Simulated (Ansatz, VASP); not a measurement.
## One calculation of TaN, two programs

```
Ta N
1.0
     5.19100    0.00000    0.00000
    -2.59550    4.49554    0.00000
     0.00000    0.00000    2.90800
Ta N
3 3
Cartesian
  2.5955 1.4985 1.4540
  0.0000 2.9970 1.4540
  0.0000 0.0000 0.0000
  -1.2977 2.2478 0.0000
  1.2977 2.2478 0.0000
  2.5955 0.0000 0.0000
```

Alike in both runs: functional RPBE; k mesh 6 × 6 × 9; occupations fermi-dirac, width 0.05 eV; no spin polarisation.

|  | VASP | Ansatz |
| --- | --- | --- |
| version | VASP 6.6.1 | Ansatz 0.2.0 |
| potentials or method | VASP PAW PBE potentials, release 64 (Ta_pv, N) | Ansatz PAW |
| plane-wave cutoff (eV) | 520 | 420 |
| valence electrons in the cell | 48 | 54 |
| task | single point | band structure |

|  | VASP | Ansatz | Ansatz less VASP |
| --- | --- | --- | --- |
| gap on the k mesh at the Fermi level (eV) | none | none | - |
| pressure (GPa) | 14.9 | 14.1 | -0.80 |
| traceless stress, the component that is largest in VASP (GPa) | 2.27 | 2.06 | -0.214 |

VASP's potentials were made for PBE, not for RPBE. A gap of «none» marks a metal or a gap that the smearing closes. VASP's potentials hold 48 valence electrons a cell and Ansatz's 54, so a difference there can come from the potentials and not from the codes.

Neither program's run includes spin-orbit coupling.
